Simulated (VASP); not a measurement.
Set up this calculation in VASP 6.6.1, as the native input.

```
Task                   : single point
Functional             : r2SCAN
Potentials or basis    : VASP PAW PBE potentials, release 64 (Rb_sv, Br)
Cutoff                 : 520 eV
k mesh                 : 6 × 6 × 4
Occupations            : gaussian, width 0.01 eV
Spin                   : no spin polarisation
Dipole correction      : no
Further INCAR settings : ALGO = Normal; EDIFF = 1e-06; NBANDS = 24
```

Crystal: RbBr.

```
Rb Br
1.0
     5.94846    0.00000    0.00000
    -2.97423    5.15152    0.00000
     0.00000    0.00000    6.93836
Rb Br
2 2
Direct
  0.33333 0.66667 0.93750
  0.66667 0.33333 0.43750
  0.33333 0.66667 0.43750
  0.66667 0.33333 0.93750
```

This cell differs from its parent crystal: volume changed by +3%.

One way to write it, as run:

POSCAR

```
RbBr
1.0
    5.9484609864      0.0000000000      0.0000000000
   -2.9742304932      5.1515183276      0.0000000000
    0.0000000000      0.0000000000      6.9383601460
Rb Br
2 2
Direct
    0.3333333333      0.6666666667     -0.0625000000
    0.6666666667      0.3333333333      0.4375000000
    0.3333333333      0.6666666667      0.4375000000
    0.6666666667      0.3333333333      0.9375000000
```

INCAR.step1

```
  PREC = Accurate
  ENCUT = 520
  ISMEAR = 0
  SIGMA = 0.01
  LREAL = F
  LASPH = T
  NELM = 60
  NBANDS = 24
  GGA = PE
  ALGO = Normal
  EDIFF = 1E-4
  LWAVE = T
  LCHARG = F
```

INCAR.step2

```
  PREC = Accurate
  ENCUT = 520
  EDIFF = 1E-6
  ISMEAR = 0
  SIGMA = 0.01
  LREAL = F
  LASPH = T
  NELM = 60
  ALGO = Normal
  ISIF = 2
  LWAVE = F
  LCHARG = T
  METAGGA = R2SCAN
  LMIXTAU = T
  LELF = T
  LVHAR = T
  NBANDS = 24
  ISTART = 1
```

KPOINTS

```
regular mesh
0
Gamma
  6 6 4
```

Potentials or basis: VASP PAW PBE potentials, release 64 (Rb_sv, Br).

The run is started by

```sh
$ cat potpaw_PBE.64/Rb_sv/POTCAR potpaw_PBE.64/Br/POTCAR > POTCAR
$ cp INCAR.step1 INCAR
$ mpirun -np 1 vasp_std > vasp.out
$ cp INCAR.step2 INCAR
$ mpirun -np 1 vasp_std > vasp.out
```

Results of the run:

* Pressure: -0.3 GPa
* Band gap on the k mesh: 4.62 eV, direct

Caveat: the PAW data sets were made with another functional, which shifts forces and pressure a little.

Run time: 3.6 min on 1 thread of Intel(R) Xeon(R) 6975P-C (Granite Rapids), with other jobs on the host, peak memory 0.42 GiB.
